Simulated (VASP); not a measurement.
# GaSb (F-43m) in VASP: notebook

Runs on GaSb. Level: PBEsol. Tasks: vibrations by perturbation theory.

Program: VASP 6.6.1. These are calculated values, not measurements. Logs are shortened: lines on timing, memory, paths and dates and some standing lists are left out, and cuts for length are marked.

## 1. The cell of the first run

The structure is cubic, space group F-43m (No. 216). The conventional cell has a = 5.364 Å, b = 5.364 Å, c = 5.364 Å, α = 90.00°, β = 90.00°, γ = 90.00°. Within 3.1 Å of Ga (site symmetry -43m) lie 4 Sb at 2.32 Å. Within 3.1 Å of Sb (site symmetry -43m) lie 4 Ga at 2.32 Å.

## 2. Vibrations by perturbation theory, PBEsol

INCAR reads:

```
ALGO = Normal
EDIFF = 1E-8
ENCUT = 520
GGA = PS
IBRION = 8
ISIF = 2
ISMEAR = -1
LASPH = T
LCHARG = F
LREAL = F
LWAVE = F
NELM = 80
NSW = 1
PREC = Accurate
SIGMA = 0.15
```

KPOINTS reads:

```
k-points
0
Gamma
  14 14 14
```

POSCAR reads:

```
GaSb
1.0
    0.0000000000      2.6821890668      2.6821890668
    2.6821890668      0.0000000000      2.6821890668
    2.6821890668      2.6821890668      0.0000000000
Ga Sb
1 1
Direct
    0.0000000000      0.0000000000      0.0000000000
    0.7500000000      0.7500000000      0.7500000000
```

Potentials or basis: VASP PAW PBE potentials, release 64 (Ga_d, Sb).

The run is started by

```
$ cat potpaw_PBE.64/Ga_d/POTCAR potpaw_PBE.64/Sb/POTCAR > POTCAR
$ mpirun -np 1 vasp_std > vasp.out
```

OUTCAR:

```text
EDIFF = 1E-8
   ENCUT = 520
   GGA = PS
   IBRION = 8
   ISIF = 2
   ISMEAR = -1
   LASPH = T
   LREAL = F
   NELM = 80
   NSW = 1
   PREC = Accurate

 ion  position               nearest neighbor table
   1  0.000  0.000  0.000-   2 2.32   2 2.32   2 2.32   2 2.32
   2  0.750  0.750  0.750-   1 2.32   1 2.32   1 2.32   1 2.32

  LATTYP: Found a face centered cubic cell.
 ALAT       =     5.3643781336

  Lattice vectors:

 A1 = (   0.0000000000,   2.6821890668,   2.6821890668)
 A2 = (   2.6821890668,   0.0000000000,   2.6821890668)
 A3 = (   2.6821890668,   2.6821890668,   0.0000000000)

Analysis of symmetry for initial positions (statically):
=====================================================================
 Subroutine PRICEL returns:
 Original cell was already a primitive cell.

 Routine SETGRP: Setting up the symmetry group for a
 face centered cubic supercell.

 Subroutine GETGRP returns: Found 24 space group operations
 (whereof 24 operations were pure point group operations)
 out of a pool of 48 trial point group operations.

The static configuration has the point symmetry T_d .

Analysis of symmetry for dynamics (positions and initial velocities):
=====================================================================
 Subroutine PRICEL returns:
 Original cell was already a primitive cell.

 Routine SETGRP: Setting up the symmetry group for a
 face centered cubic supercell.

 Subroutine GETGRP returns: Found 24 space group operations
 (whereof 24 operations were pure point group operations)
 out of a pool of 48 trial point group operations.

The dynamic configuration has the point symmetry T_d .

 Subroutine INISYM returns: Found 24 space group operations
 (whereof 24 operations are pure point group operations),
 and found     1 'primitive' translations

----------------------------------------------------------------------------------------

                                     Primitive cell

  volume of cell :      38.5921
[... 540 lines left out ...]

 VOLUME and BASIS-vectors are now :
 -----------------------------------------------------------------------------
  energy-cutoff  :      520.00
  volume of cell :       38.59
      direct lattice vectors                 reciprocal lattice vectors
     0.000000000  2.682189067  2.682189067    -0.186414898  0.186414898  0.186414898
     2.682189067  0.000000000  2.682189067     0.186414898 -0.186414898  0.186414898
     2.682189067  2.682189067  0.000000000     0.186414898  0.186414898 -0.186414898

 POSITION                                       TOTAL-FORCE (eV/Angst)
 -----------------------------------------------------------------------------------
      0.00000      0.00000      0.00000        -0.000000     -0.000000     -0.000000
      4.02328      4.02328      4.02328         0.000000      0.000000      0.000000
 -----------------------------------------------------------------------------------
    total drift:                               -0.000001     -0.000001     -0.000001

  FREE ENERGIE OF THE ION-ELECTRON SYSTEM (eV)
  ---------------------------------------------------
  free  energy   TOTEN  =        -6.1249502540 eV

  energy  without entropy=       -6.1145035960  energy(sigma->0) =       -6.11972692

[... ionic steps 2 to 3 ...]

--------------------------------------- Ionic step        4  -------------------------------------------

------------------------ aborting loop because EDIFF is reached ----------------------------------------

[... ionic steps 5 to 6 ...]

--------------------------------------- Ionic step        7  -------------------------------------------

 Free energy of the ion-electron system (eV)
  ---------------------------------------------------
  ---------------------------------------------------
  free energy    TOTEN  =        -0.02551599 eV

  energy without entropy =       -0.02551599

------------------------ aborting loop because EDIFF is reached ----------------------------------------

 INTERNAL STRAIN TENSOR  FOR ION    2  DIRECTION 1   (eV/Angst):
 -----------------------------------------------------------------------------
    -0.00654  0.00000  0.00000
     0.00000  0.00360 28.91586
     0.00000 28.91586  0.00360

 INTERNAL STRAIN TENSOR FOR ION    2 for displacements in x,y,z  (eV/Angst):
          X           Y           Z          XY          YZ          ZX
  --------------------------------------------------------------------------------
  x     0.00000     0.00000     0.00000     0.00000    28.91586     0.00000
  y     0.00000     0.00000     0.00000     0.00000     0.00000    28.91586
  z     0.00000     0.00000     0.00000    28.91586     0.00000     0.00000

 SECOND DERIVATIVES (NOT SYMMETRIZED)
 ------------------------------------
               1X          1Y          1Z          2X          2Y          2Z
  1X   -19.446829    0.000000    0.000000   19.446829    0.000000    0.000000
  1Y     0.000000  -19.446829    0.000000    0.000000   19.446829    0.000000
  1Z     0.000000    0.000000  -19.446829    0.000000    0.000000   19.446829
  2X    19.473906    0.000000    0.000000  -19.473906    0.000000    0.000000
  2Y     0.000000   19.473906    0.000000    0.000000  -19.473906    0.000000
  2Z     0.000000    0.000000   19.473906    0.000000    0.000000  -19.473906

 Eigenvectors and eigenvalues of the dynamical matrix
 ----------------------------------------------------

   1 f  =   10.356583 THz    65.072327 2PiTHz  345.458407 cm-1    42.831364 meV
             X         Y         Z           dx          dy          dz
      0.000000  0.000000  0.000000     0.000000    0.797206    0.000000
      4.023284  4.023284  4.023284     0.000000   -0.603707    0.000000
[... 21 lines left out ...]
   6 f/i=    0.003468 THz     0.021788 2PiTHz    0.115671 cm-1     0.014341 meV
             X         Y         Z           dx          dy          dz
      0.000000  0.000000  0.000000     0.000000    0.000000   -0.603707
      4.023284  4.023284  4.023284     0.000000    0.000000   -0.797206

--------------------------------------------------------------------------------------------------------

 ELASTIC MODULI CONTR FROM IONIC RELAXATION (kBar)
 Direction    XX          YY          ZZ          XY          YZ          ZX
 --------------------------------------------------------------------------------
 XX          -0.0000     -0.0000     -0.0000     -0.0000      0.0000     -0.0000
 YY          -0.0000     -0.0000     -0.0000     -0.0000     -0.0000      0.0000
 ZZ          -0.0000     -0.0000     -0.0000      0.0000     -0.0000     -0.0000
 XY          -0.0000     -0.0000      0.0000  -1795.7862      0.0000      0.0000
 YZ           0.0000     -0.0000     -0.0000      0.0000  -1795.7862      0.0000
 ZX          -0.0000      0.0000     -0.0000      0.0000      0.0000  -1795.7862
 --------------------------------------------------------------------------------
```

OSZICAR:

```text
N       E                     dE             d eps       ncg     rms          rms(c)
DAV:   1     0.829023128234E+02    0.82902E+02   -0.91543E+03  2752   0.199E+03
DAV:   2    -0.735823890055E+00   -0.83638E+02   -0.80803E+02  2964   0.332E+02
DAV:   3    -0.626916080827E+01   -0.55333E+01   -0.54867E+01  3334   0.738E+01
[... 40 lines left out ...]
RMM:   4    -0.255026860218E-01   -0.14982E-03   -0.74252E-05 21991   0.828E-02    0.645E-03
RMM:   5    -0.255258671898E-01   -0.23181E-04   -0.89802E-06 22676   0.269E-02    0.390E-03
RMM:   6    -0.255173030739E-01    0.85641E-05   -0.16597E-06 21675   0.910E-03    0.121E-03
RMM:   7    -0.255160923995E-01    0.12107E-05   -0.91688E-08 22700   0.286E-03    0.310E-04
RMM:   8    -0.255159903213E-01    0.10208E-06   -0.53181E-08 20762   0.925E-04    0.636E-05
RMM:   9    -0.255159927472E-01   -0.24259E-08   -0.14191E-08 22883   0.339E-04    0.179E-05
 Linear response finished
```

It took 5.8 min on 1 thread of Intel Xeon Platinum 8488C (Sapphire Rapids), shared host; peak memory 0.57 GiB.

Results:

* Highest phonon frequency at Γ, LO-TO splitting left out: 345 cm⁻¹

Phonon frequencies in cm⁻¹ (negative: imaginary):
```tsv
q point	frequencies
(0.000, 0.000, 0.000)	0 0 0 345 345 345
```

Caveat: the cell wasn't relaxed at this level first, which shifts response properties; the PAW data sets were made with another functional, which shifts forces and pressure a little; spin-orbit coupling is left out, which moves the levels of the heavy elements.

## 3. Vibrations by perturbation theory, PBEsol

This run uses another cell than the first one, of 20.18 Å³/atom, 1.046 times its volume.

INCAR reads:

```
  ALGO = Normal
  EDIFF = 1E-8
  ENCUT = 520
  GGA = PS
  IBRION = 8
  ISIF = 2
  ISMEAR = -1
  LASPH = True
  LCHARG = False
  LREAL = False
  LWAVE = False
  NBANDS = 16
  NELM = 60
  NSW = 1
  PREC = Accurate
  SIGMA = 0.15
```

KPOINTS is that of step 2.

POSCAR reads:

```
GaSb
1.0
    0.0000000000      2.7226243218      2.7226243218
    2.7226243218      0.0000000000      2.7226243218
    2.7226243218      2.7226243218      0.0000000000
Ga Sb
1 1
Direct
    0.0000000000      0.0000000000      0.0000000000
    0.7500000000      0.7500000000      0.7500000000
```

Potentials or basis: VASP PAW PBE potentials, release 64 (Ga_d, Sb).

The run is started by

```
$ cat potpaw_PBE.64/Ga_d/POTCAR potpaw_PBE.64/Sb/POTCAR > POTCAR
$ mpirun -np 1 vasp_std > vasp.out
```

OUTCAR:

```text
EDIFF = 1E-8
   ENCUT = 520
   GGA = PS
   IBRION = 8
   ISIF = 2
   ISMEAR = -1
   LASPH = True
   LREAL = False
   NELM = 60
   NSW = 1
   PREC = Accurate

 ion  position               nearest neighbor table
   1  0.000  0.000  0.000-   2 2.36   2 2.36   2 2.36   2 2.36
   2  0.750  0.750  0.750-   1 2.36   1 2.36   1 2.36   1 2.36

  LATTYP: Found a face centered cubic cell.
 ALAT       =     5.4452486436

  Lattice vectors:

 A1 = (   0.0000000000,   2.7226243218,   2.7226243218)
[... 711 lines left out ...]
  1X   -17.628143    0.000000    0.000000   17.628143    0.000000    0.000000
  1Y     0.000000  -17.628143    0.000000    0.000000   17.628143    0.000000
  1Z     0.000000    0.000000  -17.628143    0.000000    0.000000   17.628143
  2X    17.641994    0.000000    0.000000  -17.641994    0.000000    0.000000
  2Y     0.000000   17.641994    0.000000    0.000000  -17.641994    0.000000
  2Z     0.000000    0.000000   17.641994    0.000000    0.000000  -17.641994

 Eigenvectors and eigenvalues of the dynamical matrix
 ----------------------------------------------------

   1 f  =    9.859330 THz    61.947995 2PiTHz  328.871837 cm-1    40.774893 meV
             X         Y         Z           dx          dy          dz
      0.000000  0.000000  0.000000     0.797294   -0.000000    0.000000
      4.083936  4.083936  4.083936    -0.603591    0.000000    0.000000
[... 21 lines left out ...]
   6 f/i=    0.001863 THz     0.011707 2PiTHz    0.062152 cm-1     0.007706 meV
             X         Y         Z           dx          dy          dz
      0.000000  0.000000  0.000000     0.187144   -0.432629   -0.377003
      4.083936  4.083936  4.083936     0.247202   -0.571467   -0.497990

--------------------------------------------------------------------------------------------------------

 ELASTIC MODULI CONTR FROM IONIC RELAXATION (kBar)
 Direction    XX          YY          ZZ          XY          YZ          ZX
 --------------------------------------------------------------------------------
 XX          -0.0000     -0.0000     -0.0000     -0.0000      0.0000     -0.0000
 YY          -0.0000     -0.0000     -0.0000     -0.0000     -0.0000      0.0000
 ZZ          -0.0000     -0.0000     -0.0000      0.0000     -0.0000     -0.0000
 XY          -0.0000     -0.0000      0.0000  -1446.5421      0.0000      0.0000
 YZ           0.0000     -0.0000     -0.0000      0.0000  -1446.5421      0.0000
 ZX          -0.0000      0.0000     -0.0000      0.0000      0.0000  -1446.5421
 --------------------------------------------------------------------------------
```

OSZICAR:

```text
N       E                     dE             d eps       ncg     rms          rms(c)
DAV:   1     0.855535907657E+02    0.85554E+02   -0.87353E+03  3416   0.157E+03
DAV:   2    -0.508182024982E+00   -0.86062E+02   -0.82491E+02  3912   0.314E+02
[... 40 lines left out ...]
RMM:   6    -0.254882813128E-01    0.90540E-05   -0.13294E-06 27855   0.654E-03    0.939E-04
RMM:   7    -0.254877396568E-01    0.54166E-06   -0.86558E-08 29068   0.205E-03    0.351E-04
RMM:   8    -0.254873319602E-01    0.40770E-06   -0.28638E-08 27207   0.667E-04    0.413E-05
RMM:   9    -0.254874375558E-01   -0.10560E-06   -0.11892E-08 28763   0.228E-04    0.216E-05
RMM:  10    -0.254873921913E-01    0.45365E-07   -0.31598E-09 28187   0.807E-05    0.406E-06
RMM:  11    -0.254873992698E-01   -0.70785E-08   -0.52825E-10 27415   0.337E-05    0.698E-06
 Linear response finished
```

stdout:

```text
POSCAR found type information on POSCAR GaSb
 POSCAR found :  2 types and       2 ions
 scaLAPACK will be used
 -----------------------------------------------------------------------------
|                                                                             |
|                                                                             |
|     You enforced a specific xc type in the INCAR file but a different       |
|     I HOPE YOU KNOW WHAT YOU ARE DOING!                                     |
|                                                                             |
 -----------------------------------------------------------------------------

 LDA part: xc-table for (Slater+PW92), standard interpolation
 POSCAR, INCAR and KPOINTS ok, starting setup
 FFT: planning ... GRIDC
 FFT: planning ... GRID_SOFT
 FFT: planning ... GRID
 WAVECAR not read
 entering main loop
 Linear response reoptimize wavefunctions to high precision
 Linear response DOF=           2
 Linear response progress:
 first order change of Fermi-energy   0.24359E-04
 force on displaced ion       1 direction 1 : -17.628  -0.000  -0.000
 Linear response progress:
 first order change of Fermi-energy   0.81890E-04
 force on displaced ion       2 direction 1 : -17.642   0.000   0.000
 Linear response finished
```

Wall time 11 min (1 thread of Intel Xeon 6975P-C, shared host); peak memory 0.67 GiB.

Results:

- Highest phonon frequency at Γ, LO-TO splitting left out: 329 cm⁻¹

Phonon frequencies in cm⁻¹ (negative: imaginary):
```
              q point        frequencies
(0.000, 0.000, 0.000)  0 0 0 329 329 329
```

Caveat: the cell wasn't relaxed at this level first, which shifts response properties; the PAW data sets were made with another functional, which shifts forces and pressure a little; spin-orbit coupling is left out, which moves the levels of the heavy elements.
